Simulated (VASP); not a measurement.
# Nb (Im-3m) in VASP: a series of runs

Nb is run at these levels: PBE+D3(BJ); tasks: single point.

All numbers are computed with VASP 6.6.1; they aren't measurements. Logs are shortened: lines on timing, memory, paths and dates and some standing lists are left out, and cuts for length are marked.

### Step 1. The cell of the first run

Symmetry: Im-3m, No. 229, cubic system. The conventional cell has a = 3.328 Å, b = 3.328 Å, c = 3.328 Å, α = 90.00°, β = 90.00°, γ = 90.00°. Within 3.8 Å of Nb (site symmetry m-3m) lie 14 Nb at 2.88 to 3.33 Å.

### Step 2. Single point, PBE+D3(BJ)

INCAR

```
SYSTEM = Nb
PREC = Accurate ; ENCUT = 500
EDIFF = 1E-6 ; ISMEAR = 0
SIGMA = 0.1 ; LREAL = .False.
LASPH = .True. ; NELM = 120
ALGO = Normal ; ISIF = 2
LWAVE = .False. ; LCHARG = .False.
GGA = PE ; IVDW = 12
NBANDS = 12 ; GGA_COMPAT = .False.
```

KPOINTS

```
Automatic mesh
0
Gamma
  8 8 8
  0 0 0
```

POSCAR

```
Nb
1.0
   -1.6639500000      1.6639500000      1.6639500000
    1.6639500000     -1.6639500000      1.6639500000
    1.6639500000      1.6639500000     -1.6639500000
Nb
1
Direct
    0.0000000000      0.0000000000      0.0000000000
```

Potentials or basis: VASP PAW PBE potentials, release 64 (Nb_sv).

On the command line:

```sh
$ cat potpaw_PBE.64/Nb_sv/POTCAR > POTCAR
$ mpirun -np 1 vasp_std > vasp.out
```

OUTCAR:

```text
SYSTEM = Nb
   PREC = Accurate
   ENCUT = 500
   EDIFF = 1E-6
   ISMEAR = 0
   LREAL = .False.
   LASPH = .True.
   NELM = 120
   ISIF = 2
   GGA = PE
   IVDW = 12
 IVDW          = 12

 ion  position               nearest neighbor table
   1  0.000  0.000  0.000-

  LATTYP: Found a body centered cubic cell.
 ALAT       =     3.3279000000

  Lattice vectors:

 A1 = (  -1.6639500000,   1.6639500000,   1.6639500000)
 A2 = (   1.6639500000,  -1.6639500000,   1.6639500000)
 A3 = (   1.6639500000,   1.6639500000,  -1.6639500000)

Analysis of symmetry for initial positions (statically):
=====================================================================
 Subroutine PRICEL returns:
 Original cell was already a primitive cell.

 Routine SETGRP: Setting up the symmetry group for a
 body centered cubic supercell.

 Subroutine GETGRP returns: Found 48 space group operations
 (whereof 48 operations were pure point group operations)
 out of a pool of 48 trial point group operations.

The static configuration has the point symmetry O_h .

Analysis of symmetry for dynamics (positions and initial velocities):
=====================================================================
 Subroutine PRICEL returns:
 Original cell was already a primitive cell.

 Routine SETGRP: Setting up the symmetry group for a
 body centered cubic supercell.

 Subroutine GETGRP returns: Found 48 space group operations
 (whereof 48 operations were pure point group operations)
 out of a pool of 48 trial point group operations.

The dynamic configuration has the point symmetry O_h .

 Subroutine INISYM returns: Found 48 space group operations
 (whereof 48 operations are pure point group operations),
 and found     1 'primitive' translations

----------------------------------------------------------------------------------------

                                     Primitive cell

  volume of cell :      18.4281

  direct lattice vectors                    reciprocal lattice vectors
    -1.663950000  1.663950000  1.663950000     0.000000000  0.300489798  0.300489798
     1.663950000 -1.663950000  1.663950000     0.300489798  0.000000000  0.300489798
     1.663950000  1.663950000 -1.663950000     0.300489798  0.300489798  0.000000000

  length of vectors
     2.882045941  2.882045941  2.882045941     0.424956748  0.424956748  0.424956748

  position of ions in fractional coordinates (direct lattice)
     0.000000000  0.000000000  0.000000000

  ion indices of the primitive-cell ions
   primitive index   ion index
                 1           1

----------------------------------------------------------------------------------------

 KPOINTS: Automatic mesh

Automatic generation of k-mesh.
 Grid dimensions read from file:
 generate k-points for:    8    8    8

 Generating k-lattice:

  Cartesian coordinates                     Fractional coordinates (reciprocal lattice)
     0.000000000  0.037561225  0.037561225     0.125000000  0.000000000  0.000000000
     0.037561225  0.000000000  0.037561225     0.000000000  0.125000000  0.000000000
     0.037561225  0.037561225  0.000000000     0.000000000  0.000000000  0.125000000

  Length of vectors
     0.053119594  0.053119594  0.053119594

  Shift w.r.t. Gamma in fractional coordinates (k-lattice)
     0.000000000  0.000000000  0.000000000

 Subroutine IBZKPT returns following result:
 ===========================================

 Found     29 irreducible k-points:

 Following reciprocal coordinates:
            Coordinates               Weight
  0.000000  0.000000  0.000000      1.000000
  0.125000  0.000000  0.000000     12.000000
  0.250000  0.000000  0.000000     12.000000
  0.375000  0.000000  0.000000     12.000000
  0.500000  0.000000  0.000000      6.000000
  0.125000  0.125000  0.000000     24.000000
[... 16 lines left out ...]
 -0.250000  0.250000  0.250000      6.000000
 -0.375000  0.375000  0.250000     24.000000
 [... further k-points ...]
   k-points           NKPTS =     29   k-points in BZ     NKDIM =     29   number of bands    NBANDS=     12
   number of dos      NEDOS =    301   number of ions     NIONS =      1
   total plane-waves  NPLWV =  13824
   dimension x,y,z NGX =    24 NGY =   24 NGZ =   24
   dimension x,y,z NGXF=    48 NGYF=   48 NGZF=   48
   ions per type =               1
   NGX,Y,Z   is equivalent  to a cutoff of  13.84, 13.84, 13.84 a.u.
   NGXF,Y,Z  is equivalent  to a cutoff of  27.69, 27.69, 27.69 a.u.
 SYSTEM =  Nb
   PREC   = accura    normal or accurate (medium, high low for compatibility)
   ISTART =      0    job   : 0-new  1-cont  2-samecut
   ICHARG =      2    charge: 1-file 2-atom 10-const
   ISPIN  =      1    spin polarized calculation?
   LNONCOLLINEAR =      F non collinear calculations
   LSORBIT =      F    spin-orbit coupling
   LASPH  =      T    aspherical Exc in radial PAW
   ENCUT  =  500.0 eV  36.75 Ry    6.06 a.u.   5.25  5.25  5.25*2*pi/ulx,y,z
   NELM   =    120;   NELMIN=  2; NELMDL= -5     # of ELM steps
   EDIFF  = 0.1E-05   stopping-criterion for ELM
   LREAL  =      F    real-space projection
   EDIFFG = 0.1E-04   stopping-criterion for IOM
   NSW    =      0    number of steps for IOM
   IBRION =     -1    ionic relax: 0-MD 1-quasi-New 2-CG
   NFREE  =      0    steps in history (QN), initial steepest desc. (CG)
   ISIF   =      2    stress and relaxation
   ISYM   =      2    0-nonsym 1-usesym 2-fastsym
   POTIM  = 0.5000    time-step for ionic-motion
   TEBEG  =    0.0;   TEEND  =   0.0 temperature during run
   PSTRESS=    0.0 pullay stress
   NELECT =      13.0000    total number of electrons
   NUPDOWN=      -1.0000    fix difference up-down
   EMIN   =  10.00;   EMAX   =-10.00  energy-range for DOS
   EFERMI =   0.00;   METHOD = LEGACY
   ISMEAR =     0;   SIGMA  =   0.10  broadening in eV -4-tet -1-fermi 0-gaus
   EFERMI_NEDOS =   21; number of points for ismear=-14 and -15
   IALGO  =     38    algorithm
   IMIX   =      4    mixing-type and parameters
     AMIX     =   0.40;   BMIX     =  1.00
     AMIX_MAG =   1.60;   BMIX_MAG =  1.00
  volume/ion in A,a.u.               =      18.43       124.36
  Fermi-wavevector in a.u.,A,eV,Ry     =   1.457345  2.753983 28.896790  2.123854
  Thomas-Fermi vector in A             =   2.574157
   LORBIT       =      0    0 simple, 1 ext, 2 COOP (PROOUT), +10 PAW based schemes
   GGA     = PE    functional components
   LHFCALC =     F    Hartree Fock is set to
   AEXX    =    0.0000 exact exchange contribution
   IVDW    =    12    specifies the selected vdW correction
   LEPSILON=     F    determine dielectric tensor
   LRPA    =     F    only Hartree local field effects (RPA)
 non-spin polarized calculation
 Gauss-broadening in eV      SIGMA  =   0.10
  energy-cutoff  :      500.00
  volume of cell :       18.43
 maximum number of plane-waves:       484
 NGX is ok and might be reduce to    24
   NGX = 11   NGY = 11   NGZ = 11

 number of electron      12.9999999 magnetization

 Free energy of the ion-electron system (eV)
  ---------------------------------------------------
  ext. energy  EPLUGINS =         0.00000000
  ---------------------------------------------------
  free energy    TOTEN  =       -10.24356853 eV

  energy without entropy =      -10.23696900  energy(sigma->0) =      -10.24026876

 E-fermi :  10.7268     XC(G=0): -12.3863

 val. band max:       10.6719067548   @ k =  -0.2500   0.2500   0.1250
 cond. band min:      10.7551622918   @ k =   0.2500   0.0000   0.0000
 fundamental gap:      0.0832555369
 Fermi energy:        10.7268039174

 k-point     1 :       0.0000    0.0000    0.0000
  band No.  band energies     occupation
      1     -43.5645      2.00000
      2     -18.9069      2.00000
      3     -18.9069      2.00000
      4     -18.9069      2.00000
      5       4.9588      2.00000
      6      11.2197      0.00000
      7      11.2197      0.00000
      8      11.2197      0.00000
      9      14.0544      0.00000
     10      14.0544      0.00000
     11      25.0185      0.00000
     12      25.0185      0.00000

 k-point     2 :       0.1250    0.0000    0.0000
  band No.  band energies     occupation
      1     -43.5324      2.00000
      2     -19.1037      2.00000
      3     -18.9673      2.00000
      4     -18.9084      2.00000
      5       5.5627      2.00000
      6      10.8631      0.05400
      7      11.0964      0.00000
      8      11.8112      0.00000
      9      13.6197      0.00000
     10      14.0660      0.00000
     11      25.4341      0.00000
     12      26.0754      0.00000

 k-point     3 :       0.2500    0.0000    0.0000
  band No.  band energies     occupation
      1     -43.4540      2.00000
      2     -19.5601      2.00000
      3     -19.1102      2.00000
      4     -18.9122      2.00000
      5       6.8757      2.00000
      6      10.1202      2.00000
      7      10.7552      0.68838
      8      13.4654      0.00000
      9      13.5508      0.00000
     10      14.2024      0.00000
     11      25.0963      0.00000
     12      26.5248      0.00000

 k-point     4 :       0.3750    0.0000    0.0000
  band No.  band energies     occupation
      1     -43.3743      2.00000
      2     -19.9937      2.00000
      3     -19.2495      2.00000
      4     -18.9162      2.00000
      5       7.3440      2.00000
      6       9.4935      2.00000
      7      11.7552      0.00000
      8      14.0024      0.00000
      9      14.5230      0.00000
     10      15.7050      0.00000
     11      23.2902      0.00000
     12      24.0099      0.00000

 k-point     5 :       0.5000    0.0000    0.0000
  band No.  band energies     occupation
      1     -43.3410      2.00000
      2     -20.1674      2.00000
      3     -19.3061      2.00000
      4     -18.9179      2.00000
      5       7.2266      2.00000
      6       9.2588      2.00000
      7      13.0331      0.00000
      8      14.0696      0.00000
      9      14.7326      0.00000
     10      17.0301      0.00000
     11      22.4113      0.00000
     12      22.5355      0.00000
[... 228 lines left out ...]
      1     -43.2823      2.00000
      2     -19.8167      2.00000
      3     -19.8167      2.00000
      4     -19.1476      2.00000
      5       9.3115      2.00000
      6       9.3115      2.00000
      7       9.6263      2.00000
      8      14.5503      0.00000
      9      14.5503      0.00000
     10      21.0507      0.00000
     11      21.7616      0.00000
     12      21.7616      0.00000

 k-point    22 :       0.2500    0.2500    0.2500
  band No.  band energies     occupation
      1     -43.3237      2.00000
      2     -19.5454      2.00000
      3     -19.5454      2.00000
      4     -19.5454      2.00000
      5       9.7727      2.00000
      6       9.7727      2.00000
      7       9.7727      2.00000
      8      14.8596      0.00000
      9      14.8596      0.00000
     10      20.0137      0.00000
     11      22.5242      0.00000
     12      22.5242      0.00000

 k-point    23 :      -0.2500    0.2500    0.2500
  band No.  band energies     occupation
      1     -43.3594      2.00000
      2     -19.5853      2.00000
      3     -19.3317      2.00000
      4     -19.3317      2.00000
      5       8.3484      2.00000
      6       9.8451      2.00000
      7      11.7970      0.00000
      8      11.7970      0.00000
      9      13.3096      0.00000
     10      15.4426      0.00000
     11      25.3281      0.00000
     12      28.6977      0.00000

 k-point    24 :      -0.3750    0.3750    0.2500
  band No.  band energies     occupation
      1     -43.2915      2.00000
      2     -19.8427      2.00000
      3     -19.4829      2.00000
      4     -19.3700      2.00000
      5       8.5430      2.00000
      6       9.0484      2.00000
      7      11.7982      0.00000
      8      12.5302      0.00000
      9      15.2010      0.00000
     10      16.5041      0.00000
     11      24.3400      0.00000
     12      26.1583      0.00000

 [... further k-points ...]

------------------------ aborting loop because EDIFF is reached ----------------------------------------

 Edisp (eV)   -0.71829

 E8    (eV) :    -0.3486

  FORCE on cell =-STRESS in cart. coord.  units (eV):
  Direction    XX          YY          ZZ          XY          YZ          ZX
  --------------------------------------------------------------------------------------
  -------------------------------------------------------------------------------------
  Total      -1.06114    -1.06114    -1.06114     0.00000     0.00000    -0.00000
  in kB     -92.25752   -92.25752   -92.25752     0.00000     0.00000    -0.00000
  external pressure =      -92.26 kB  Pullay stress =        0.00 kB

 VOLUME and BASIS-vectors are now :
 -----------------------------------------------------------------------------
  energy-cutoff  :      500.00
  volume of cell :       18.43
      direct lattice vectors                 reciprocal lattice vectors
    -1.663950000  1.663950000  1.663950000     0.000000000  0.300489798  0.300489798
     1.663950000 -1.663950000  1.663950000     0.300489798  0.000000000  0.300489798
     1.663950000  1.663950000 -1.663950000     0.300489798  0.300489798  0.000000000

 POSITION                                       TOTAL-FORCE (eV/Angst)
 -----------------------------------------------------------------------------------
      0.00000      0.00000      0.00000        -0.000000      0.000000      0.000000
 -----------------------------------------------------------------------------------
    total drift:                                0.000000      0.000000      0.000000

  FREE ENERGIE OF THE ION-ELECTRON SYSTEM (eV)
  ---------------------------------------------------
  free  energy   TOTEN  =       -10.9618556470 eV

  energy  without entropy=      -10.9552561189  energy(sigma->0) =      -10.95855588
```

Run time: 11 s. Hardware: 1 thread of Intel Xeon 8259CL, shared host; peak memory 0.15 GiB.

What came out:

```yaml
Free_energy: -10.9619 eV
Pressure: -9.2 GPa
Dispersion_energy_per_atom: -0.718 eV
```

Caveat: pairwise dispersion overbinds metals, which lowers pressure and volume.

### Step 3. Single point, PBE+D3(BJ)

This run uses another cell than the first one, of 17.49 Å³/atom, 0.949 times its volume.

INCAR

```
PREC     = Accurate       # precision mode
ENCUT    = 500            # plane-wave cutoff, eV
EDIFF    = 1E-6           # SCF threshold, eV
ISMEAR   = 0              # smearing method
SIGMA    = 0.1            # smearing width, eV
LREAL    = F              # projectors in reciprocal space
LASPH    = T              # aspherical terms in the spheres
NELM     = 120            # most SCF steps
ALGO     = Normal         # electronic algorithm
ISIF     = 2              # what is computed and relaxed
LWAVE    = F              # write WAVECAR
LCHARG   = F              # write CHGCAR
GGA      = PE             # functional
IVDW     = 12             # dispersion correction
NBANDS   = 12             # bands
GGA_COMPAT= F
```

KPOINTS

```
Automatic mesh
0
Gamma
  8 8 8
```

POSCAR

```
Nb
1.0
   -1.6351093854      1.6351093854      1.6351093854
    1.6351093854     -1.6351093854      1.6351093854
    1.6351093854      1.6351093854     -1.6351093854
Nb
1
Direct
    0.0000000000      0.0000000000      0.0000000000
```

Potentials or basis: VASP PAW PBE potentials, release 64 (Nb_sv).

On the command line:

```sh
$ cat potpaw_PBE.64/Nb_sv/POTCAR > POTCAR
$ mpirun -np 1 vasp_std > vasp.out
```

It took 12 s on 1 thread of Intel Xeon 8259CL, shared host; peak memory 0.14 GiB.

The run converged. Its results:

| Quantity | Value |
| --- | --- |
| Free energy | -10.9900 eV |
| Pressure | -0.3 GPa |
| Dispersion energy per atom | -0.759 eV |

Levels at points of the mesh, in eV from the Fermi level:
| k point | band 4 | band 5 | band 6 | band 7 | band 8 | band 9 |
| --- | --- | --- | --- | --- | --- | --- |
| (0.00, 0.00, 0.00) | -29.45 | -5.86 | 0.48 | 0.48 | 0.48 | 3.49 |
| (0.50, 0.00, 0.00) | -29.46 | -3.71 | -1.62 | 2.57 | 3.54 | 4.25 |
| (0.50, 0.50, 0.50) | -30.46 | -3.76 | -3.76 | 5.93 | 5.93 | 5.93 |

Caveat: pairwise dispersion overbinds metals, which lowers pressure and volume.
